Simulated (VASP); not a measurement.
Here is a VASP 6.6.1 calculation.

Contents of INCAR:

```
SYSTEM = LiSe3
  PREC = Accurate
  ENCUT = 520
  EDIFF = 1E-7
  ISMEAR = 0
  SIGMA = 0.1
  LREAL = Auto
  LASPH = .True.
  NELM = 60
  ALGO = Normal
  ISIF = 2
  LWAVE = .False.
  LCHARG = .False.
  GGA = PE
  NBANDS = 56
```

The input KPOINTS:

```
regular mesh
0
Gamma
  3 3 4
  0 0 0
```

Contents of POSCAR:

```
LiSe3
1.0
    5.6765871100     -3.4590983321      0.0000000000
    5.6765871100      3.4590983321      0.0000000000
    0.0000000000      0.0000000000     10.1607383635
Li Se
4 12
Direct
    0.0000619528      0.6532498623      0.7500000000
    0.3467501377     -0.0000619528      0.7500000000
   -0.0000619528      0.3467501377      0.2500000000
    0.6532498623      0.0000619528      0.2500000000
   -0.0354161976      0.2957146638      0.6376704473
    0.3602459260      0.6397540740      0.6362984256
    0.7042853362      0.0354161976      0.6376704473
    0.6397540740      0.3602459260      0.3637015744
    0.0354161976      0.7042853362      0.3623295527
    0.2957146638     -0.0354161976      0.3623295527
    0.6397540740      0.3602459260      0.1362984256
    0.0354161976      0.7042853362      0.1376704473
    0.2957146638     -0.0354161976      0.1376704473
   -0.0354161976      0.2957146638      0.8623295527
    0.3602459260      0.6397540740      0.8637015744
    0.7042853362      0.0354161976      0.8623295527
```

Potentials or basis: VASP PAW PBE potentials, release 64 (Li_sv, Se).

Launch:

```sh
$ cat potpaw_PBE.64/Li_sv/POTCAR potpaw_PBE.64/Se/POTCAR > POTCAR
$ mpirun -np 1 vasp_std > vasp.out
```

Q: Predict the band gap on the k mesh.

A: Zero (bands 42 and 43 overlap by 0.12 eV).

Q: Predict the largest force.

A: 0.042 eV/Å.

Forces on the atoms (eV/Å):
```
Li   0.002  0.005  0.000
Li  -0.002  0.005  0.000
Li  -0.002 -0.005  0.000
Li   0.002 -0.005  0.000
Se  -0.005 -0.015 -0.032
Se   0.000 -0.007 -0.041
Se   0.005 -0.015 -0.032
Se   0.000  0.007  0.041
Se   0.005  0.015  0.032
Se  -0.005  0.015  0.032
Se   0.000  0.007 -0.041
Se   0.005  0.015 -0.032
Se  -0.005  0.015 -0.032
Se  -0.005 -0.015  0.032
Se   0.000 -0.007  0.041
Se   0.005 -0.015  0.032
```
